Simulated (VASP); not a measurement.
Wanted: the native input for a VASP 6.6.1 run.

```
Task                   : single point
Functional             : PBE
Dispersion             : D3(BJ)
Potentials or basis    : VASP PAW PBE potentials, release 64 (Sn_d, O)
Cutoff                 : 520 eV
k mesh                 : 6 × 6 × 8
Occupations            : gaussian, width 0.02 eV
Spin                   : no spin polarisation
Dipole correction      : no
Further INCAR settings : ALGO = Normal; EDIFF = 1e-06; NBANDS = 35
```

The structure of SnO2 (Cassiterite) lies in POSCAR:

```
SnO2
1.0
    4.7937390766      0.0000000000      0.0000000000
    0.0000000000      4.7937390766      0.0000000000
    0.0000000000      0.0000000000      3.2299163743
Sn O
2 4
Direct
    0.0000000000      0.0000000000      0.0000000000
    0.5000000000      0.5000000000      0.5000000000
    0.3062126947      0.3062126947      0.0000000000
    0.1937873053      0.8062126947      0.5000000000
    0.6937873053      0.6937873053      0.0000000000
    0.8062126947      0.1937873053      0.5000000000
```

These files were run (other wordings do the same):

INCAR

```
SYSTEM = SnO2
  PREC = Accurate
  ENCUT = 520
  EDIFF = 1E-6
  ISMEAR = 0
  SIGMA = 0.02
  LREAL = .False.
  LASPH = .True.
  NELM = 100
  ALGO = Normal
  ISIF = 2
  LWAVE = .False.
  LCHARG = .True.
  GGA = PE
  IVDW = 12
  LELF = .True.
  LVHAR = .True.
  NBANDS = 35
```

KPOINTS

```
Automatic mesh
0
Gamma
  6 6 8
  0 0 0
```

Potentials or basis: VASP PAW PBE potentials, release 64 (Sn_d, O).

Run with:

```sh
$ cat potpaw_PBE.64/Sn_d/POTCAR potpaw_PBE.64/O/POTCAR > POTCAR
$ mpirun -np 1 vasp_std > vasp.out
```

Results of the run:

```json
{
  "Pressure": "0.6 GPa",
  "Largest force": "0.015 eV/Å",
  "Band gap on the k mesh": "0.83 eV, direct",
  "Dispersion energy per atom": "-0.215 eV"
}
```

Caveat: spin-orbit coupling is left out, which moves the levels of the heavy elements.

Wall time 88 s on 1 thread of Intel(R) Xeon(R) Platinum 8259CL CPU @ 2.50GHz (Skylake/Cascade Lake), on a shared host, peak memory 0.24 GiB.
